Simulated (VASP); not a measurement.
Here is a VASP 6.6.1 calculation.

Contents of INCAR:

```
SYSTEM = B
PREC = Accurate
ENCUT = 600
EDIFF = 1E-6
ISMEAR = 0
SIGMA = 0.1
LREAL = .False.
LASPH = .True.
NELM = 60
ALGO = Normal
ISIF = 3
LWAVE = .False.
LCHARG = .False.
GGA = PE
IBRION = 2
NSW = 90
EDIFFG = -0.04
```

Contents of KPOINTS:

```
regular mesh
0
Gamma
  6 6 6
  0 0 0
```

Contents of POSCAR:

```
B
1.0
    0.0000000000      4.7026739300      2.3945332600
    3.1559253400      0.0000000000      2.3945332600
    3.1559253400      4.7026739300      0.0000000000
B
8
Direct
    0.9483071400      0.4371224200      0.9588506300
    0.4371224200      0.9483071400      0.6557198100
    0.2911493700      0.5942801900      0.3016928600
    0.5942801900      0.2911493700      0.8128775800
    0.8696188100      0.5648152200      0.7063989800
    0.5648152200      0.8696188100      0.8591669900
    0.5436010200      0.3908330100      0.3803811900
    0.3908330100      0.5436010200      0.6851847800
```

Potentials or basis: VASP PAW PBE potentials, release 64 (B).

Launch:

```bash
$ cat potpaw_PBE.64/B/POTCAR > POTCAR
$ mpirun -np 1 vasp_std > vasp.out
```

Question: Predict the relaxed cell.

Answer: a = 4.417 Å, b = 4.790 Å, c = 6.085 Å, α = 46.05°, β = 51.32°, γ = 82.63°.

Question: Predict the space group after relaxing (to 0.05 Å).

Answer: Fddd (No. 70).

Stress tensor (GPa, compression positive):
```
 0.00  0.00  0.00
 0.00 -0.11  0.00
 0.00  0.00  0.16
```
